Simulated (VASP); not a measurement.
Here is a VASP 6.6.1 calculation.

INCAR

```
SYSTEM = Bi
PREC = Accurate
ENCUT = 520
EDIFF = 1E-7
ISMEAR = -1
SIGMA = 0.1
LREAL = .False.
LASPH = .True.
NELM = 100
ALGO = Normal
ISIF = 2
LWAVE = .False.
LCHARG = .False.
NBANDS = 22
```

Contents of KPOINTS:

```
regular mesh
0
Gamma
  12 12 6
  0 0 0
```

Contents of POSCAR:

```
Bi
1.0
    3.5047502134      0.0000000000      0.0000000000
   -1.7523751067      3.0352027187      0.0000000000
    0.0000000000      0.0000000000      5.7445257310
Bi
2
Direct
    0.3333333333      0.6666666667      0.2500000000
    0.6666666667      0.3333333333      0.7500000000
```

Potentials or basis: VASP PAW LDA potentials, release 64 (Bi_d).

Run with:

```bash
$ cat potpaw_LDA.64/Bi_d/POTCAR > POTCAR
$ mpirun -np 1 vasp_std > vasp.out
```

Task: Predict the band gap on the k mesh.

Result: Zero (bands 15 and 16 overlap by 7.02 eV).

Task: Estimate the pressure.

Result: -2.3 GPa.

Stress tensor (GPa, compression positive):
```
-2.65  0.00  0.00
 0.00 -2.65  0.00
 0.00  0.00 -1.75
```

Caveat: spin-orbit coupling is left out, which moves the levels of the heavy elements.
